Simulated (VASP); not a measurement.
# BN (P1) in VASP: single point with r2SCAN

Aim: the single point of BN with r2SCAN.

Everything below comes from runs of VASP 6.6.1. Logs are shortened: lines on timing, memory, paths and dates and some standing lists are left out, and cuts for length are marked.

## 1. The cell of the first run

The typed cell holds 4 atoms: a = 2.762 Å, b = 2.419 Å, c = 3.968 Å, α = 93.69°, β = 95.08°, γ = 122.50°.

## 2. Single point, r2SCAN (atoms moved at random and the cell strained at random)

POSCAR

```
BN
1.0
    2.7590059582      0.0472364442     -0.1124309768
   -1.3385950184      2.0126486050     -0.0834311274
   -0.1860770067     -0.2668741512      3.9550596388
B N
2 2
Direct
    0.6866885993      0.2911493632      1.0112358564
    0.2720165505      0.6254060994      0.4739870022
    0.6255282072      0.3483681607      0.6598605794
    0.4157666429      0.7350763767      0.1049165621
```

INCAR.step1

```
SYSTEM = BN
  PREC = Accurate
  ENCUT = 520
  ISMEAR = 0
  SIGMA = 0.05
  LREAL = .False.
  LASPH = .True.
  NELM = 80
  NBANDS = 16
  GGA = PE
  ALGO = Normal
  EDIFF = 1E-4
  LWAVE = .True.
  LCHARG = .False.
```

INCAR.step2

```
SYSTEM = BN
  PREC = Accurate
  ENCUT = 520
  EDIFF = 1E-7
  ISMEAR = 0
  SIGMA = 0.05
  LREAL = .False.
  LASPH = .True.
  NELM = 80
  ALGO = Normal
  ISIF = 2
  LWAVE = .False.
  LCHARG = .False.
  METAGGA = R2SCAN
  LMIXTAU = .True.
  NBANDS = 16
  ISTART = 1
```

KPOINTS

```
regular mesh
0
Gamma
  12 12 6
  0 0 0
```

Potentials or basis: VASP PAW PBE potentials, release 64 (B, N).

On the command line:

```console
cat potpaw_PBE.64/B/POTCAR potpaw_PBE.64/N/POTCAR > POTCAR
cp INCAR.step1 INCAR
mpirun -np 1 vasp_std > vasp.out
cp INCAR.step2 INCAR
mpirun -np 1 vasp_std > vasp.out
```

OUTCAR:

```text
SYSTEM = BN
   PREC = Accurate
   ENCUT = 520
   EDIFF = 1E-7
   ISMEAR = 0
   LREAL = .False.
   LASPH = .True.
   NELM = 80
   ISIF = 2
   METAGGA = R2SCAN
   ISTART = 1

 ion  position               nearest neighbor table
   1  0.687  0.291  0.011-   4 1.24   3 1.41   4 1.65   4 1.68   2 2.13
   2  0.272  0.625  0.474-   4 1.55   3 1.56   3 1.61   3 1.79   1 2.13
   3  0.626  0.348  0.660-   1 1.41   2 1.56   2 1.61   2 1.79
   4  0.416  0.735  0.105-   1 1.24   2 1.55   1 1.65   1 1.68

  LATTYP: Found a triclinic cell.
 ALAT       =     2.4185846654
 B/A-ratio  =     3.5471934485
 C/A-ratio  =     1.1418660911
 COS(alpha) =     0.0030243903
 COS(beta)  =     0.5372845510
 COS(gamma) =     0.7519561464

  Lattice vectors:

 A1 = (   1.3385950184,  -2.0126486050,   0.0834311274)
 A2 = (   0.0224451639,  -7.8781931572,  -3.3964731756)
 A3 = (   2.7590059582,   0.0472364442,  -0.1124309768)

Analysis of symmetry for initial positions (statically):
=====================================================================
 Subroutine PRICEL returns:
 Original cell was already a primitive cell.

 Routine SETGRP: Setting up the symmetry group for a
 triclinic supercell.

 Subroutine GETGRP returns: Found  1 space group operations
 (whereof  1 operations were pure point group operations)
 out of a pool of  2 trial point group operations.

The static configuration has the point symmetry C_1 .

Analysis of symmetry for dynamics (positions and initial velocities):
=====================================================================
 Subroutine PRICEL returns:
 Original cell was already a primitive cell.

 Routine SETGRP: Setting up the symmetry group for a
 triclinic supercell.

 Subroutine GETGRP returns: Found  1 space group operations
 (whereof  1 operations were pure point group operations)
 out of a pool of  2 trial point group operations.

The dynamic configuration has the point symmetry C_1 .

 Subroutine INISYM returns: Found  1 space group operations
 (whereof  1 operations are pure point group operations),
 and found     1 'primitive' translations

----------------------------------------------------------------------------------------

                                     Primitive cell

  volume of cell :      22.0692

  direct lattice vectors                    reciprocal lattice vectors
     2.759005958  0.047236444 -0.112430977     0.359681347  0.240595387  0.033156799
    -1.338595018  2.012648605 -0.083431127    -0.007105742  0.493498278  0.032965298
    -0.186077007 -0.266874151  3.955059639     0.010074813  0.017249675  0.254478636

  length of vectors
     2.761699818  2.418584665  3.968418225     0.434000213  0.494649121  0.255261492

  position of ions in fractional coordinates (direct lattice)
     0.686688599  0.291149363  0.011235856
     0.272016550  0.625406099  0.473987002
     0.625528207  0.348368161  0.659860579
     0.415766643  0.735076377  0.104916562

  ion indices of the primitive-cell ions
   primitive index   ion index
                 1           1
                 2           2
                 3           3
                 4           4

----------------------------------------------------------------------------------------

 KPOINTS: regular mesh

Automatic generation of k-mesh.
 Grid dimensions read from file:
 generate k-points for:   12   12    6

 Generating k-lattice:

  Cartesian coordinates                     Fractional coordinates (reciprocal lattice)
     0.029973446  0.020049616  0.002763067     0.083333333  0.000000000 -0.000000000
    -0.000592145  0.041124857  0.002747108     0.000000000  0.083333333 -0.000000000
     0.001679135  0.002874946  0.042413106     0.000000000  0.000000000  0.166666667

  Length of vectors
     0.036166684  0.041220760  0.042543582

  Shift w.r.t. Gamma in fractional coordinates (k-lattice)
     0.000000000  0.000000000  0.000000000

 Subroutine IBZKPT returns following result:
 ===========================================

 Found    436 irreducible k-points:

 Following reciprocal coordinates:
            Coordinates               Weight
  0.000000  0.000000  0.000000      1.000000
  0.083333 -0.000000  0.000000      2.000000
  0.166667  0.000000 -0.000000      2.000000
  0.250000 -0.000000  0.000000      2.000000
  0.333333 -0.000000 -0.000000      2.000000
  0.416667 -0.000000  0.000000      2.000000
[... 16 lines left out ...]
  0.250000  0.166667 -0.000000      2.000000
  0.333333  0.166667  0.000000      2.000000
 [... further k-points ...]
   k-points           NKPTS =    436   k-points in BZ     NKDIM =    436   number of bands    NBANDS=     16
   number of dos      NEDOS =    301   number of ions     NIONS =      4
   total plane-waves  NPLWV =  12960
   dimension x,y,z NGX =    24 NGY =   18 NGZ =   30
   dimension x,y,z NGXF=    48 NGYF=   36 NGZF=   60
   ions per type =               2   2
   NGX,Y,Z   is equivalent  to a cutoff of  14.45, 12.37, 12.57 a.u.
   NGXF,Y,Z  is equivalent  to a cutoff of  28.89, 24.75, 25.14 a.u.
 SYSTEM =  BN
   PREC   = accura    normal or accurate (medium, high low for compatibility)
   ISTART =      1    job   : 0-new  1-cont  2-samecut
   ICHARG =      0    charge: 1-file 2-atom 10-const
   ISPIN  =      1    spin polarized calculation?
   LNONCOLLINEAR =      F non collinear calculations
   LSORBIT =      F    spin-orbit coupling
   LASPH  =      T    aspherical Exc in radial PAW
   ENCUT  =  520.0 eV  38.22 Ry    6.18 a.u.   5.13  4.50  7.38*2*pi/ulx,y,z
   NELM   =     80;   NELMIN=  2; NELMDL=  0     # of ELM steps
   EDIFF  = 0.1E-06   stopping-criterion for ELM
   LREAL  =      F    real-space projection
   EDIFFG = 0.1E-05   stopping-criterion for IOM
   NSW    =      0    number of steps for IOM
   IBRION =     -1    ionic relax: 0-MD 1-quasi-New 2-CG
   NFREE  =      0    steps in history (QN), initial steepest desc. (CG)
   ISIF   =      2    stress and relaxation
   ISYM   =      2    0-nonsym 1-usesym 2-fastsym
   POTIM  = 0.5000    time-step for ionic-motion
   TEBEG  =    0.0;   TEEND  =   0.0 temperature during run
   PSTRESS=    0.0 pullay stress
   NELECT =      16.0000    total number of electrons
   NUPDOWN=      -1.0000    fix difference up-down
   EMIN   =  10.00;   EMAX   =-10.00  energy-range for DOS
   EFERMI =   0.00;   METHOD = LEGACY
   ISMEAR =     0;   SIGMA  =   0.05  broadening in eV -4-tet -1-fermi 0-gaus
   EFERMI_NEDOS =   21; number of points for ismear=-14 and -15
   IALGO  =     38    algorithm
   IMIX   =      4    mixing-type and parameters
     AMIX     =   0.40;   BMIX     =  1.00
     AMIX_MAG =   1.60;   BMIX_MAG =  1.00
  volume/ion in A,a.u.               =       5.52        37.23
  Fermi-wavevector in a.u.,A,eV,Ry     =   1.470684  2.779189 29.428187  2.162911
  Thomas-Fermi vector in A             =   2.585911
   LORBIT       =      0    0 simple, 1 ext, 2 COOP (PROOUT), +10 PAW based schemes
   METAGGA = R2SCAN    functional components
   LHFCALC =     F    Hartree Fock is set to
   AEXX    =    0.0000 exact exchange contribution
   IVDW    =     0    specifies the selected vdW correction
   LEPSILON=     F    determine dielectric tensor
   LRPA    =     F    only Hartree local field effects (RPA)
 non-spin polarized calculation
 Gauss-broadening in eV      SIGMA  =   0.05
  energy-cutoff  :      520.00
  volume of cell :       22.07
 maximum number of plane-waves:       610
 NGX is ok and might be reduce to    24
   NGX = 11   NGY =  9   NGZ = 15

 number of electron      16.0000001 magnetization

 Free energy of the ion-electron system (eV)
  ---------------------------------------------------
  ext. energy  EPLUGINS =         0.00000000
  ---------------------------------------------------
  free energy    TOTEN  =       -33.64617064 eV

  energy without entropy =      -33.64617064  energy(sigma->0) =      -33.64617064

 E-fermi :   9.7624     XC(G=0): -14.0293

 val. band max:        9.5639918867   @ k =   0.0833  -0.0000   0.0000
 cond. band min:      12.3094217057   @ k =   0.0000   0.5000   0.5000
 fundamental gap:      2.7454298190
 Fermi energy:         9.7624324019

 k-point     1 :       0.0000    0.0000    0.0000
  band No.  band energies     occupation
      1     -14.2133      2.00000
      2      -8.6917      2.00000
      3      -3.5607      2.00000
      4       3.6116      2.00000
      5       5.9789      2.00000
      6       7.9327      2.00000
[... 8 lines left out ...]
     15      27.1727      0.00000
     16      27.2757      0.00000

 k-point     2 :       0.0833   -0.0000    0.0000
  band No.  band energies     occupation
      1     -14.0762      2.00000
      2      -8.6034      2.00000
      3      -3.4204      2.00000
      4       3.1607      2.00000
      5       5.4047      2.00000
      6       6.9541      2.00000
[... 8 lines left out ...]
     15      26.6976      0.00000
     16      27.4720      0.00000

 k-point     3 :       0.1667    0.0000   -0.0000
  band No.  band energies     occupation
      1     -13.6724      2.00000
      2      -8.3519      2.00000
      3      -3.0226      2.00000
      4       1.7856      2.00000
      5       4.2385      2.00000
      6       5.9112      2.00000
[... 8 lines left out ...]
     15      26.2709      0.00000
     16      27.5707      0.00000

 k-point     4 :       0.2500   -0.0000    0.0000
  band No.  band energies     occupation
      1     -13.0274      2.00000
      2      -7.9875      2.00000
      3      -2.4776      2.00000
      4      -0.0322      2.00000
      5       3.0736      2.00000
      6       4.9446      2.00000
[... 8 lines left out ...]
     15      26.4315      0.00000
     16      27.8236      0.00000
[... 324 lines left out ...]
 k-point    22 :       0.1667    0.1667    0.0000
  band No.  band energies     occupation
      1     -12.3564      2.00000
      2      -7.6179      2.00000
      3      -1.9619      2.00000
      4      -0.1433      2.00000
      5       1.9064      2.00000
      6       4.3603      2.00000
[... 8 lines left out ...]
     15      25.4557      0.00000
     16      27.7764      0.00000

 k-point    23 :       0.2500    0.1667   -0.0000
  band No.  band energies     occupation
      1     -11.5352      2.00000
      2      -7.3444      2.00000
      3      -2.3881      2.00000
      4      -0.6209      2.00000
      5       1.2611      2.00000
      6       3.4788      2.00000
[... 8 lines left out ...]
     15      26.6305      0.00000
     16      27.9742      0.00000

 k-point    24 :       0.3333    0.1667    0.0000
  band No.  band energies     occupation
      1     -10.7900      2.00000
      2      -7.3183      2.00000
      3      -3.0801      2.00000
      4      -0.7687      2.00000
      5       1.3316      2.00000
      6       2.8161      2.00000
[... 8 lines left out ...]
     15      27.5607      0.00000
     16      28.6013      0.00000

 [... further k-points ...]
[... 5 lines left out ...]
  --------------------------------------------------------------------------------------
  -------------------------------------------------------------------------------------
  Total       -4.6107543     18.5841991     13.1445336     -2.6860716      0.5396611      1.9402766
  in kB     -334.7310273   1349.1736138    954.2653802   -195.0031290     39.1782569    140.8599837
  external PRESSURE =     656.2359889 kB  Pullay stress =       0.0000000 kB

 VOLUME and BASIS-vectors are now :
 -----------------------------------------------------------------------------
  energy-cutoff  :      520.00
  volume of cell :       22.07
      direct lattice vectors                 reciprocal lattice vectors
     2.759005958  0.047236444 -0.112430977     0.359681347  0.240595387  0.033156799
    -1.338595018  2.012648605 -0.083431127    -0.007105742  0.493498278  0.032965298
    -0.186077007 -0.266874151  3.955059639     0.010074813  0.017249675  0.254478636

 POSITION                                       TOTAL-FORCE (eV/Angst)
 -----------------------------------------------------------------------------------
      1.50276      0.61542     -0.05706        -1.541796     12.003654     -4.323836
     -0.17487      1.14508      1.79189         1.685071      3.008359      4.272340
      1.13673      0.55459      2.51039         0.806534     -1.452466     -8.556712
      0.14361      1.47109      0.30688        -0.949810    -13.559547      8.608208
 -----------------------------------------------------------------------------------
    total drift:                                0.000030      0.000078     -0.000632

  FREE ENERGIE OF THE ION-ELECTRON SYSTEM (eV)
  ---------------------------------------------------
  free  energy   TOTEN  =       -33.6461706405 eV

  energy  without entropy=      -33.6461706405  energy(sigma->0) =      -33.64617064
```

It took 5.9 min on 1 thread of Intel Xeon Platinum 8488C (Sapphire Rapids), shared host; peak memory 0.23 GiB.

What came out:

```
Free energy            : -33.6462 eV
Pressure               : 65.6 GPa
Largest force          : 16.089 eV/Å
Band gap on the k mesh : 2.75 eV (least direct gap 4.32 eV)
```

Forces in eV/Å, atoms in the order of the input:
```
B    -1.542  12.004  -4.324
B     1.685   3.008   4.272
N     0.807  -1.452  -8.557
N    -0.950 -13.560   8.608
```

Stress tensor (GPa, compression positive):
```
-33.47 -19.50  14.09
-19.50 134.92   3.92
 14.09   3.92  95.43
```

Caveat: the cell differs from its parent crystal (atoms moved at random and the cell strained at random); the cell stands under pressure; the PAW data sets were made with another functional, which shifts forces and pressure a little. A k mesh can miss the band edges.
